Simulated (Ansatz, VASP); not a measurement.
# Zr12B: VASP beside Ansatz

```
Zr B
1.0
     6.46000    0.00000    0.00000
    -4.84500    8.39179    0.00000
     0.00000    0.00000    5.14539
Zr B
12 1
Direct
  0.00654 0.00605 0.00462
  0.16811 0.22389 0.50456
  0.99888 0.32893 0.99847
  0.16127 0.54848 0.50562
  0.99745 0.66493 0.98508
  0.16687 0.89250 0.50956
  0.50698 0.00745 0.99226
  0.66946 0.22702 0.49978
  0.50027 0.33205 0.99376
  0.66172 0.54992 0.49336
  0.50145 0.66344 0.98825
  0.67089 0.89106 0.51279
  0.33419 0.77797 0.24895
```

Alike in both runs: functional PBE; k mesh 3 × 2 × 3; occupations gaussian, width 0.1 eV; no spin polarisation.

Ansatz relaxed the structure, and its values are those at the end. VASP's run is a single point on that final structure, the one shown.

```csv
,VASP,Ansatz
version,VASP 6.6.1,Ansatz 0.2.0
potentials or method,"VASP PAW PBE potentials, release 64 (Zr_sv, B), cutoff 520 eV","scalar-relativistic, plane waves, PAW"
valence electrons in the cell,147,147
```

|  | VASP | Ansatz | Ansatz less VASP |
| --- | --- | --- | --- |
| rms of the force components (eV/Å) | 0.003 | 0.003 | -0.0004 |

The k mesh is coarse, so the values compare programs but aren't converged.
